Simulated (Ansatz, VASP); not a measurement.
# CdS in VASP and in Ansatz

File INCAR:

```
SYSTEM = CdS
PREC = Accurate
ENCUT = 520
EDIFF = 1E-6
ISMEAR = 0
SIGMA = 0.05
LREAL = .FALSE.
LASPH = .TRUE.
NELM = 100
ALGO = Normal
ISIF = 2
LWAVE = .FALSE.
LCHARG = .FALSE.
GGA = PE
NBANDS = 26
```

The input KPOINTS:

```
regular mesh
0
G
  10 8 10
  0 0 0
```

Contents of POSCAR:

```
CdS
1.0
    3.8431561775      0.0000000000      0.0000000000
    0.0000000000      5.5120982641      0.0000000000
    0.0000000000      0.0000000000      3.8372545966
Cd S
2 2
Direct
    0.5000000000      0.5000000000      0.2528721608
    0.0000000000      0.0000000000      0.7471278392
    0.5000000000      0.0000000000      0.3086841337
    0.0000000000      0.5000000000      0.6913158663
```

Input for Ansatz:

```yaml
crystal:
  lattice:
    - [3.8431561775, 0.0, 0.0]
    - [0.0, 5.5120982641, 0.0]
    - [0.0, 0.0, 3.8372545966]
  atoms:
    - { symbol: Cd, position: [0.5, 0.5, 0.2528721608] }
    - { symbol: Cd, position: [0.0, 0.0, 0.7471278392] }
    - { symbol: S, position: [0.5, 0.0, 0.3086841337] }
    - { symbol: S, position: [0.0, 0.5, 0.6913158663] }
basis:
  ecutwfc: 420
kpoints:
  mp_grid: { grid: [10, 8, 10] }
hamiltonian:
  xc: pbe
scf:
  occupations: { method: gaussian, width: 0.05 }
output:
  forces: true
  stress: true
  eigenvalues: true
```

Alike in both runs: task single point; functional PBE; k mesh 10 × 8 × 10; occupations gaussian, width 0.05 eV; no spin polarisation.

|  | VASP | Ansatz |
| --- | --- | --- |
| version | VASP 6.6.1 | Ansatz 0.2.0 |
| potentials or method | VASP PAW PBE potentials, release 64 (Cd, S), cutoff 520 eV | scalar-relativistic, plane waves, PAW |
| valence electrons in the cell | 36 | 52 |

Ansatz gave:

* gap on the k mesh at the Fermi level (eV): 0.26
* least direct gap on the mesh (eV): 1.32
* pressure (GPa): 3.5
* traceless stress, the component that is largest in VASP (GPa): -2.04
* rms of the force components (eV/Å): 0.485

Q: What did VASP give for the same quantities?

A: gap on the k mesh at the Fermi level (eV): 0.25; least direct gap on the mesh (eV): 1.30; pressure (GPa): 4.0; traceless stress, the component that is largest in VASP (GPa): -2.13; rms of the force components (eV/Å): 0.503.

Atom by atom the forces differ by 0.019 eV/Å (rms over components). VASP's potentials hold 36 valence electrons a cell and Ansatz's 52, so a difference there can come from the potentials and not from the codes.
